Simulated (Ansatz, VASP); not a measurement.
HgTe: VASP beside Ansatz

```
Hg Te
1.0
     3.79034    0.00000    0.00000
     0.00000    3.79034    0.00000
     0.00000    0.00000    3.79034
Hg Te
1 1
Cartesian
  0.0000 0.0000 0.0000
  1.8952 1.8952 1.8952
```

Alike in both runs: task single point; functional r2SCAN; k mesh 4 × 4 × 4; no spin polarisation.

```csv
,VASP,Ansatz
version,VASP 6.6.1,Ansatz 0.2.0
potentials or method,"VASP PAW PBE potentials, release 64 (Hg, Te)",plane waves
plane-wave cutoff (eV),520,500
occupations,"methfessel-paxton of order 1, width 0.5 eV","cold, width 0.5 eV"
valence electrons in the cell,18,36
```

|  | VASP | Ansatz | Ansatz less VASP |
| --- | --- | --- | --- |
| pressure (GPa) | 0.3 | 0.4 | +0.06 |

VASP's potentials were made for PBE, not for r2SCAN. VASP's potentials hold 18 valence electrons a cell and Ansatz's 36, so a difference there can come from the potentials and not from the codes.

The k mesh is coarse, so the values compare programs but aren't converged. Spin-orbit coupling is off throughout.
